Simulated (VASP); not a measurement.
Write the native input for VASP 6.6.1 that does the following.

- Task: single point
- Functional: PBE
- Potentials or basis: VASP PAW PBE potentials, release 64 (As_d)
- Cutoff: 510 eV
- k mesh: 4 × 2 × 1
- Occupations: gaussian, width 0.1 eV
- Spin: no spin polarisation
- Dipole correction: no
- Further INCAR settings: ALGO = Normal; EDIFF = 1e-06; NBANDS = 70

The structure of As lies in POSCAR:

```
As
1.0
    1.8041395574     -3.1248613774      0.0000000000
   -5.4124186722     -3.1248613774      0.0000000000
    0.0000000000      0.0000000000    -12.0291915137
As
8
Direct
    0.0000000000      0.0000000000      0.2003335126
    0.5000000000      0.5000000000      0.2003335126
    0.0000000000      0.0000000000      0.7996664874
    0.5000000000      0.5000000000      0.7996664874
    0.5000000000      0.8333333333      0.3159339450
    1.0000000000      0.3333333333      0.3159339450
    0.0000000000      0.6666666667      0.6840660550
    0.5000000000      0.1666666667      0.6840660550
```

These files were run (other wordings do the same):

INCAR

```
SYSTEM = As
PREC = Accurate
ENCUT = 510
EDIFF = 1E-6
ISMEAR = 0
SIGMA = 0.1
LREAL = .False.
LASPH = .True.
NELM = 120
ALGO = Normal
ISIF = 2
LWAVE = .False.
LCHARG = .False.
GGA = PE
NBANDS = 70
GGA_COMPAT = .False.
```

KPOINTS

```
regular mesh
0
Gamma
  4 2 1
  0 0 0
```

Potentials or basis: VASP PAW PBE potentials, release 64 (As_d).

Launch:

```console
$ cat potpaw_PBE.64/As_d/POTCAR > POTCAR
$ mpirun -np 1 vasp_std > vasp.out
```

Results of the run:

| Item | Value |
| --- | --- |
| Pressure | 0.3 GPa |
| Largest force | 0.042 eV/Å |
| Band gap on the k mesh | 1.62 eV |

Caveat: the k points lie up to 0.52 Å⁻¹ apart; this functional lacks dispersion, which binds layers or chains, so the pressure and a relaxed spacing across them are unreliable.

Run time: 2.9 min on 1 thread of Intel(R) Xeon(R) Platinum 8259CL CPU @ 2.50GHz (Skylake/Cascade Lake) (shared host), peak memory 0.35 GiB.
